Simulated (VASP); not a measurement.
Runs of VASP 6.6.1 on Pt. The structure is that of space group I4/mmm (No. 139), or close to it. The cells are those of the table. 

| cell | further INCAR settings | gap on the mesh (eV) | pressure (GPa) |
| --- | --- | --- | --- |
| a = 2.811, b = 2.811, c = 2.667 Å, angles 61.7, 61.7, 56.6°, 1 atom | ALGO = Fast; EDIFF = 1e-06; NBANDS = 11 | none | 16.4 |
| a = 2.774, b = 2.774, c = 2.877 Å, angles 58.8, 58.8, 62.5°, 1 atom | ALGO = Fast; EDIFF = 1e-07; NBANDS = 11 | none | 0.6 |
| a = 2.808, b = 2.808, c = 2.877 Å, angles 59.2, 59.2, 61.6°, 1 atom | ALGO = Fast; EDIFF = 1e-07; NBANDS = 11 | none | -5.7 |
| a = 2.844, b = 2.844, c = 2.948 Å, angles 58.8, 58.8, 62.4°, 1 atom | ALGO = Fast; EDIFF = 1e-06; NBANDS = 11 | none | -14.6 |
| a = 2.878, b = 2.878, c = 2.948 Å, angles 59.2, 59.2, 61.6°, 1 atom | ALGO = Fast; EDIFF = 1e-07; NBANDS = 11 | none | -18.6 |
| a = 2.811, b = 2.811, c = 2.948 Å, angles 58.4, 58.4, 63.2°, 1 atom | ALGO = Fast; EDIFF = 1e-06; NBANDS = 11 | none | (b) |
| a = 2.738, b = 2.738, c = 2.807 Å, angles 59.2, 59.2, 61.7°, 1 atom | ALGO = Fast; EDIFF = 1e-06; NBANDS = 11 | none | (a) |

Alike in all rows: task single point; level PBE; potentials or basis VASP PAW PBE potentials, release 64 (Pt); no spin polarisation; k mesh 26 × 26 × 26; cutoff (eV) 520; smearing gaussian 0.15 eV.

Task: Estimate the missing entries.

Result: (a) 14.4; (b) -9.8.

Caveats: spin-orbit coupling is left out, which moves the levels of the heavy elements.

A k mesh can miss the band edges, and the runs leave out spin-orbit coupling on Pt.

A gap of «none» marks levels without a gap at the run's occupations.
